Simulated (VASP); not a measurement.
MgB2: electric field gradients with LDA

Crystal: MgB2.

```xyz
3
Lattice="3.0433 0.0000 0.0000 -1.5217 2.6356 0.0000 0.0000 0.0000 3.4754" Properties=species:S:1:pos:R:3 pbc="T T T"
Mg    0.0000    0.0000    0.0000
B     0.0000    1.7571    1.7377
B     1.5217    0.8785    1.7377
```

This cell differs from its parent crystal: volume scaled by 0.96.

```json
{
 "Program": "VASP 6.6.1",
 "Task": "electric field gradients",
 "Functional": "LDA",
 "Potentials or basis": "VASP PAW LDA potentials, release 64 (Mg, B)",
 "Cutoff": "520 eV",
 "k mesh": "12 × 12 × 9",
 "Occupations": "fermi-dirac, width 0.05 eV",
 "Spin": "no spin polarisation",
 "Dipole correction": "no",
 "Further INCAR settings": "ALGO = Normal; EDIFF = 1e-08; NBANDS = 11"
}
```

* Pressure: -2.2 GPa
* Band gap on the k mesh: zero (band 4 reaches 7.33 eV, above the bottom of band 5 at 3.53 eV)

Stress tensor (GPa, compression positive):
```
-1.68  0.00  0.00
 0.00 -1.68  0.00
 0.00  0.00 -3.20
```

Levels at points of the mesh, in eV from the Fermi level:
```tsv
k point	band 1	band 2	band 3	band 4	band 5	band 6	band 7	band 8
(0.00, 0.00, 0.00)	-12.50	-2.98	0.41	0.41	1.79	6.48	6.48	8.70
(0.50, 0.00, 0.00)	-8.49	-7.91	-2.19	0.23	3.18	4.04	5.55	7.42
```

Electric field gradients, principal values (V/Å²):
| atom | least | middle | greatest (by size) |
| --- | --- | --- | --- |
| 1 Mg | 0.213 | 0.213 | -0.425 |
| 2 B | -10.139 | -10.140 | 20.279 |
| 3 B | -10.139 | -10.140 | 20.279 |

Wall time 29 s on 1 thread of Intel Xeon 6975P-C (shared host), peak memory 0.15 GiB.

Caveat: without QUAD_EFG the Cq values of the log hold for a quadrupole moment of 1 mb, not for the nuclei.
